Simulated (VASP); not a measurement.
# WS2 (Tungstenite) (P6_3/mmc) in VASP: further runs, part 2 of 2

VASP 6.6.1.

### Step 4. Single point, BLYP

This run uses another cell than the first one, of 18.24 Å³/atom, 1.020 times its volume.

File INCAR:

```
SYSTEM = WS2
AGGAC = 1.0 ; AGGAX = 1.0
ALDAC = 0.0 ; ALDAX = 1.0
ALGO = Normal ; EDIFF = 1E-6
ENCUT = 520 ; GGA = B5
ISIF = 2 ; ISMEAR = -1
LASPH = .True. ; LCHARG = .False.
LREAL = .False. ; LWAVE = .False.
NBANDS = 35 ; NELM = 80
PREC = Accurate ; SIGMA = 0.05
```

File KPOINTS:

```
k-points
0
Gamma
  10 10 3
  0 0 0
```

File POSCAR:

```
WS2
1.0
    3.1800000000      0.0000000000      0.0000000000
   -1.5900000000      2.7539607840      0.0000000000
    0.0000000000      0.0000000000     12.5000000000
W S
2 4
Direct
    0.6666666667      0.3333333333      0.7500000000
    0.3333333333      0.6666666667      0.2500000000
    0.6666666667      0.3333333333      0.3750000000
    0.3333333333      0.6666666667      0.8750000000
    0.6666666667      0.3333333333      0.1250000000
    0.3333333333      0.6666666667      0.6250000000
```

Potentials or basis: VASP PAW PBE potentials, release 64 (W_sv, S).

The run is started by

```sh
cat potpaw_PBE.64/W_sv/POTCAR potpaw_PBE.64/S/POTCAR > POTCAR
mpirun -np 1 vasp_std > vasp.out
```

OUTCAR:

```text
SYSTEM = WS2
   EDIFF = 1E-6
   ENCUT = 520
   GGA = B5
   ISIF = 2
   ISMEAR = -1
   LASPH = .True.
   LREAL = .False.
   NELM = 80
   PREC = Accurate

 ion  position               nearest neighbor table
   1  0.667  0.333  0.750-   4 2.41   6 2.41   4 2.41   6 2.41   4 2.41   6 2.41
   2  0.333  0.667  0.250-   3 2.41   5 2.41   3 2.41   5 2.41   3 2.41   5 2.41
   3  0.667  0.333  0.375-   2 2.41   2 2.41   2 2.41
   4  0.333  0.667  0.875-   1 2.41   1 2.41   1 2.41
   5  0.667  0.333  0.125-   2 2.41   2 2.41   2 2.41
   6  0.333  0.667  0.625-   1 2.41   1 2.41   1 2.41

  LATTYP: Found a hexagonal cell.
 ALAT       =     3.1800000000
 C/A-ratio  =     3.9308176101

  Lattice vectors:

 A1 = (   3.1800000000,   0.0000000000,   0.0000000000)
 A2 = (  -1.5900000000,   2.7539607840,   0.0000000000)
 A3 = (   0.0000000000,   0.0000000000,  12.5000000000)

Analysis of symmetry for initial positions (statically):
=====================================================================
 Subroutine PRICEL returns:
 Original cell was already a primitive cell.

 Routine SETGRP: Setting up the symmetry group for a
 hexagonal supercell.

 Subroutine GETGRP returns: Found 24 space group operations
 (whereof 12 operations were pure point group operations)
 out of a pool of 24 trial point group operations.

The static configuration has the point symmetry D_3d.
 The point group associated with its full space group is D_6h.

Analysis of symmetry for dynamics (positions and initial velocities):
=====================================================================
 Subroutine PRICEL returns:
 Original cell was already a primitive cell.

 Routine SETGRP: Setting up the symmetry group for a
 hexagonal supercell.

[... 125 lines left out ...]
   NUPDOWN=      -1.0000    fix difference up-down
   EMIN   =  10.00;   EMAX   =-10.00  energy-range for DOS
   EFERMI =   0.00;   METHOD = LEGACY
   ISMEAR =    -1;   SIGMA  =   0.05  broadening in eV -4-tet -1-fermi 0-gaus
   EFERMI_NEDOS =   21; number of points for ismear=-14 and -15
   IALGO  =     38    algorithm
   IMIX   =      4    mixing-type and parameters
     AMIX     =   0.40;   BMIX     =  1.00
     AMIX_MAG =   1.60;   BMIX_MAG =  1.00
  volume/ion in A,a.u.               =      18.24       123.12
  Fermi-wavevector in a.u.,A,eV,Ry     =   1.277353  2.413847 22.199688  1.631631
  Thomas-Fermi vector in A             =   2.409958
   LORBIT       =      0    0 simple, 1 ext, 2 COOP (PROOUT), +10 PAW based schemes
   GGA     = B5    functional components
   LHFCALC =     F    Hartree Fock is set to
   AEXX    =    0.0000 exact exchange contribution
   IVDW    =     0    specifies the selected vdW correction
   LEPSILON=     F    determine dielectric tensor
   LRPA    =     F    only Hartree local field effects (RPA)
 non-spin polarized calculation
  energy-cutoff  :      520.00
  volume of cell :      109.47
 maximum number of plane-waves:      2976
 NGX is ok and might be reduce to    24
   NGX = 11   NGY = 11   NGZ = 47

 number of electron      52.0000007 magnetization

 Free energy of the ion-electron system (eV)
  ---------------------------------------------------
  ext. energy  EPLUGINS =         0.00000000
  ---------------------------------------------------
  free energy    TOTEN  =       -41.63233205 eV

  energy without entropy =      -41.63233169  energy(sigma->0) =      -41.63233187

 E-fermi :   8.0424     XC(G=0): -10.1990

 val. band max:        7.5299385451   @ k =   0.0000   0.0000   0.0000
 cond. band min:       8.6748356227   @ k =   0.2000   0.2000   0.0000
 fundamental gap:      1.1448970776
 Fermi energy:         8.0423963472

 k-point     1 :       0.0000    0.0000    0.0000
  band No.  band energies     occupation
      1     -66.7002      2.00000
      2     -66.7001      2.00000
      3     -31.1981      2.00000
      4     -31.1981      2.00000
      5     -31.0549      2.00000
      6     -31.0549      2.00000
[... 901 lines left out ...]
     34      11.5925      0.00000
     35      12.5801      0.00000

 [... further k-points ...]
[... 5 lines left out ...]
  --------------------------------------------------------------------------------------
  -------------------------------------------------------------------------------------
  Total        6.8938007      6.8938007      6.3621520     -0.0000000      0.0000000      0.0000000
  in kB      100.8961102    100.8961102     93.1150192     -0.0000000      0.0000000      0.0000000
  external PRESSURE =      98.3024132 kB  Pullay stress =       0.0000000 kB

 VOLUME and BASIS-vectors are now :
 -----------------------------------------------------------------------------
  energy-cutoff  :      520.00
  volume of cell :      109.47
      direct lattice vectors                 reciprocal lattice vectors
     3.180000000  0.000000000  0.000000000     0.314465409  0.181556688  0.000000000
    -1.590000000  2.753960784  0.000000000     0.000000000  0.363113377  0.000000000
     0.000000000  0.000000000 12.500000000     0.000000000  0.000000000  0.080000000

 POSITION                                       TOTAL-FORCE (eV/Angst)
 -----------------------------------------------------------------------------------
      1.59000      0.91799      9.37500         0.000000     -0.000000      0.000000
     -0.00000      1.83597      3.12500        -0.000000      0.000000      0.000000
      1.59000      0.91799      4.68750         0.000000      0.000000      0.568189
     -0.00000      1.83597     10.93750        -0.000000      0.000000      0.568189
      1.59000      0.91799      1.56250         0.000000     -0.000000     -0.568189
     -0.00000      1.83597      7.81250        -0.000000     -0.000000     -0.568189
 -----------------------------------------------------------------------------------
    total drift:                               -0.000000      0.000000     -0.000000

  FREE ENERGIE OF THE ION-ELECTRON SYSTEM (eV)
  ---------------------------------------------------
  free  energy   TOTEN  =       -41.6323320473 eV

  energy  without entropy=      -41.6323316885  energy(sigma->0) =      -41.63233187
```

OSZICAR:

```text
N       E                     dE             d eps       ncg     rms          rms(c)
DAV:   1     0.525401072264E+03    0.52540E+03   -0.28281E+04  2136   0.147E+03
DAV:   2    -0.108099699937E+02   -0.53621E+03   -0.51830E+03  2261   0.408E+02
DAV:   3    -0.439704377778E+02   -0.33160E+02   -0.32474E+02  2426   0.977E+01
DAV:   4    -0.447857140932E+02   -0.81528E+00   -0.81167E+00  2394   0.160E+01
DAV:   5    -0.448025930521E+02   -0.16879E-01   -0.16873E-01  2362   0.245E+00    0.365E+01
DAV:   6    -0.420172258089E+02    0.27854E+01   -0.10559E+01  2211   0.215E+01    0.157E+01
DAV:   7    -0.417750380291E+02    0.24219E+00   -0.30026E+00  2106   0.960E+00    0.726E+00
DAV:   8    -0.416310203052E+02    0.14402E+00   -0.39122E-01  2229   0.443E+00    0.237E+00
DAV:   9    -0.416359990791E+02   -0.49788E-02   -0.55380E-02  2355   0.123E+00    0.130E+00
DAV:  10    -0.416333304380E+02    0.26686E-02   -0.33839E-02  2260   0.114E+00    0.520E-01
DAV:  11    -0.416323469423E+02    0.98350E-03   -0.60851E-03  2140   0.467E-01    0.160E-01
DAV:  12    -0.416323333433E+02    0.13599E-04   -0.27987E-04  2352   0.780E-02    0.835E-02
DAV:  13    -0.416323365513E+02   -0.32080E-05   -0.30273E-05  2231   0.329E-02    0.457E-02
DAV:  14    -0.416323333668E+02    0.31845E-05   -0.16716E-05  2308   0.253E-02    0.346E-02
DAV:  15    -0.416323321673E+02    0.11995E-05   -0.25928E-06  1565   0.115E-02    0.180E-02
DAV:  16    -0.416323320473E+02    0.11999E-06   -0.11251E-06  1205   0.457E-03
   1 F= -.41632332E+02 E0= -.41632332E+02  d E =-.358813E-06
```

Run time: 66 s. Hardware: 1 thread of Intel Xeon 6975P-C (Granite Rapids), shared host; peak memory 0.27 GiB.

What came out:

```
Free energy            : -41.6323 eV
Pressure               : 9.8 GPa
Largest force          : 0.568 eV/Å
Band gap on the k mesh : 1.14 eV, indirect (least direct gap 2.09 eV)
```

Forces in eV/Å, atoms in the order of the input:
```
W    0.000  0.000  0.000
W    0.000  0.000  0.000
S    0.000  0.000  0.568
S    0.000  0.000  0.568
S    0.000  0.000 -0.568
S    0.000  0.000 -0.568
```

Levels at points of the mesh, in eV from the valence-band top:
| k point | band 22 | band 23 | band 24 | band 25 | band 26 | band 27 | band 28 | band 29 | band 30 | band 31 |
| --- | --- | --- | --- | --- | --- | --- | --- | --- | --- | --- |
| (0.00, 0.00, 0.00) | -2.27 | -2.27 | -1.56 | -1.07 | 0.00 | 2.26 | 2.26 | 2.27 | 2.27 | 2.32 |
| (0.50, 0.00, 0.00) | -2.69 | -1.99 | -1.83 | -1.56 | -1.42 | 2.15 | 2.19 | 2.54 | 2.74 | 3.18 |

Caveat: the PAW data sets were made with another functional, which shifts forces and pressure a little; spin-orbit coupling is left out, which moves the levels of the heavy elements; this functional lacks dispersion, which binds the layers, so the pressure and a relaxed spacing across them are unreliable. As with any semilocal functional, this BLYP gap is likely too small.

### Step 5. Single point, LDA

This run uses another cell than the first one, of 18.61 Å³/atom, 1.041 times its volume.

File INCAR:

```
PREC     = Accurate       # precision mode
ENCUT    = 520            # plane-wave cutoff, eV
EDIFF    = 1E-6           # SCF threshold, eV
ISMEAR   = -1             # smearing method
SIGMA    = 0.05           # smearing width, eV
LREAL    = False          # projectors in reciprocal space
LASPH    = True           # aspherical terms in the spheres
NELM     = 100            # most SCF steps
ALGO     = Normal         # electronic algorithm
ISIF     = 2              # what is computed and relaxed
LWAVE    = False          # write WAVECAR
LCHARG   = False          # write CHGCAR
NBANDS   = 35             # bands
```

File KPOINTS:

```
regular mesh
0
Gamma
  10 10 3
```

Changes to POSCAR since step 4:

```diff
@@ -2,5 +2,5 @@
 1.0
-    3.1800000000      0.0000000000      0.0000000000
-   -1.5900000000      2.7539607840      0.0000000000
-    0.0000000000      0.0000000000     12.5000000000
+    3.2010602164      0.0000000000      0.0000000000
+   -1.6005301082      2.7721994664      0.0000000000
+    0.0000000000      0.0000000000     12.5827838695
 W S
```

Potentials or basis: VASP PAW LDA potentials, release 64 (W_sv, S).

The run is started by

```sh
cat potpaw_LDA.64/W_sv/POTCAR potpaw_LDA.64/S/POTCAR > POTCAR
mpirun -np 1 vasp_std > vasp.out
```

Run time: 44 s. Hardware: 1 thread of Intel Xeon 6975P-C (Granite Rapids), shared host; peak memory 0.23 GiB.

It converged, with:

| Property | Result |
| --- | --- |
| Free energy | -52.3610 eV |
| Pressure | -8.1 GPa |
| Largest force | 0.642 eV/Å |
| Band gap on the k mesh | 1.07 eV, indirect (least direct gap 2.02 eV) |

Forces on the atoms (eV/Å):
```
W    0.000  0.000  0.000
W    0.000  0.000  0.000
S    0.000  0.000 -0.642
S    0.000  0.000 -0.642
S    0.000  0.000  0.642
S    0.000  0.000  0.642
```

Stress tensor (GPa, compression positive):
```
-8.66  0.00  0.00
 0.00 -8.66  0.00
 0.00  0.00 -7.10
```

Levels at points of the mesh, in eV from the valence-band top:
```
           k point  band 22  band 23  band 24  band 25  band 26  band 27  band 28  band 29  band 30  band 31
(0.00, 0.00, 0.00)    -2.20    -2.20    -1.50    -1.08     0.00     2.21     2.21     2.22     2.22     2.30
(0.50, 0.00, 0.00)    -2.62    -1.94    -1.77    -1.60    -1.44     2.11     2.15     2.46     2.68     3.01
```

Caveat: spin-orbit coupling is left out, which moves the levels of the heavy elements. A k mesh can miss the band edges.

### Step 6. Summary

| level | potentials or basis | cell | gap on the mesh (eV) | pressure (GPa) | largest force (eV/Å) |
| --- | --- | --- | --- | --- | --- |
| LDA | VASP PAW LDA potentials, release 64 (W_sv, S) | a = 3.159, b = 3.159, c = 12.416 Å, angles 90.0, 90.0, 120.0°, 6 atoms | 1.03 | -2.1 | 0.04 |
| PBEsol | VASP PAW PBE potentials, release 64 (W_sv, S) | a = 3.146, b = 3.146, c = 12.694 Å, angles 90.0, 90.0, 120.0°, 6 atoms | 1.19 | 0.1 | 0.02 |
| BLYP | VASP PAW PBE potentials, release 64 (W_sv, S) | a = 3.180, b = 3.180, c = 12.500 Å, angles 90.0, 90.0, 120.0°, 6 atoms | 1.14 | 9.8 | 0.57 |
| LDA | VASP PAW LDA potentials, release 64 (W_sv, S) | a = 3.201, b = 3.201, c = 12.583 Å, angles 90.0, 90.0, 120.0°, 6 atoms | 1.07 | -8.1 | 0.64 |

Alike in all rows: task single point; no spin polarisation; k mesh 10 × 10 × 3; cutoff (eV) 520; smearing fermi-dirac 0.05 eV.

Caveats: spin-orbit coupling is left out, which moves the levels of the heavy elements; the PAW data sets were made with another functional, which shifts forces and pressure a little (some runs); this functional lacks dispersion, which binds the layers, so the pressure and a relaxed spacing across them are unreliable (some runs).

Total energies depend on the potentials used, so only differences within one code and one set of settings carry meaning.
